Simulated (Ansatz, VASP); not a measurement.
One calculation of La2Ta2O, two programs

File POSCAR:

```
La2Ta2O
1.0
    3.7643364136      0.0000000000      0.0000000000
    0.0000000000      3.7643364136      0.0000000000
    0.0000000000      0.0000000000     18.1858438438
La Ta O
4 4 2
Direct
    0.0000000000      0.5000000000      0.9257798732
    0.5000000000      0.0000000000      0.0742201268
    0.0000000000      0.5000000000      0.2778119024
    0.5000000000      0.0000000000      0.7221880976
    0.5000000000      0.0000000000      0.3906528890
    0.5000000000      0.0000000000      0.5412835607
    0.0000000000      0.5000000000      0.6093471110
    0.0000000000      0.5000000000      0.4587164393
    0.5000000000      0.5000000000      0.0000000000
    0.0000000000      0.0000000000      0.0000000000
```

The input INCAR.step1:

```
PREC = Accurate ; ENCUT = 520
ISMEAR = 0 ; SIGMA = 0.1
LREAL = False ; LASPH = True
NELM = 80 ; NBANDS = 61
GGA = PE ; ALGO = Normal
EDIFF = 1E-4 ; LWAVE = True
LCHARG = False
```

File INCAR.step2:

```
PREC = Accurate ; ENCUT = 520
EDIFF = 1E-6 ; ISMEAR = 0
SIGMA = 0.1 ; LREAL = False
LASPH = True ; NELM = 80
ALGO = Normal ; ISIF = 2
LWAVE = False ; LCHARG = False
METAGGA = R2SCAN ; LMIXTAU = True
NBANDS = 61 ; ISTART = 1
```

The input KPOINTS:

```
regular mesh
0
Gamma
  8 8 2
```

Input for Ansatz:

```yaml
crystal:
  lattice:
    - [3.7643364136, 0.0, 0.0]
    - [0.0, 3.7643364136, 0.0]
    - [0.0, 0.0, 18.1858438438]
  atoms:
    - { symbol: La, position: [0.0, 0.5, 0.9257798732] }
    - { symbol: La, position: [0.5, 0.0, 0.0742201268] }
    - { symbol: La, position: [0.0, 0.5, 0.2778119024] }
    - { symbol: La, position: [0.5, 0.0, 0.7221880976] }
    - { symbol: Ta, position: [0.5, 0.0, 0.390652889] }
    - { symbol: Ta, position: [0.5, 0.0, 0.5412835607] }
    - { symbol: Ta, position: [0.0, 0.5, 0.609347111] }
    - { symbol: Ta, position: [0.0, 0.5, 0.4587164393] }
    - { symbol: O, position: [0.5, 0.5, 0.0] }
    - { symbol: O, position: [0.0, 0.0, 0.0] }
basis:
  ecutwfc: 500
kpoints:
  mp_grid: { grid: [8, 8, 2] }
  band_path:
    path:
      - [[0.0, 0.0, 0.0], [0.0, 0.5, 0.0], [0.5, 0.5, 0.0], [0.0, 0.0, 0.0], [0.0, 0.0, 0.5], [0.0, 0.5, 0.5], [0.5, 0.5, 0.5], [0.0, 0.0, 0.5]]
      - [[0.0, 0.5, 0.0], [0.0, 0.5, 0.5]]
      - [[0.5, 0.5, 0.0], [0.5, 0.5, 0.5]]
    npoints: 14
hamiltonian:
  xc: r2scan
scf:
  occupations: { method: gaussian, width: 0.1 }
  n_extra_bands: 25
output:
  forces: true
  stress: true
  eigenvalues: true
  populations: true
  dos: { projected: true, de: 0.02, nscf_kmesh: { grid: [10, 10, 3] } }
  bader: true
```

Alike in both runs: task single point; functional r2SCAN; k mesh 8 × 8 × 2; occupations gaussian, width 0.1 eV; no spin polarisation.

|  | VASP | Ansatz |
| --- | --- | --- |
| version | VASP 6.6.1 | Ansatz 0.2.0 |
| potentials or method | VASP PAW PBE potentials, release 64 (La, Ta_pv, O), cutoff 520 eV | scalar-relativistic, plane waves, PAW |
| valence electrons in the cell | 100 | 108 |

|  | VASP | Ansatz | Ansatz less VASP |
| --- | --- | --- | --- |
| gap on the k mesh at the Fermi level (eV) | none | none | - |
| pressure (GPa) | -0.7 | -0.7 | +0.03 |
| traceless stress, the component that is largest in VASP (GPa) | 0.27 | 0.34 | +0.074 |
| rms of the force components (eV/Å) | 0.082 | 0.072 | -0.0094 |

VASP's potentials were made for PBE, not for r2SCAN. Atom by atom the forces differ by 0.016 eV/Å (rms over components). A gap of «none» marks a metal or a gap that the smearing closes. VASP's potentials hold 100 valence electrons a cell and Ansatz's 108, so a difference there can come from the potentials and not from the codes.

Spin-orbit coupling is off throughout.
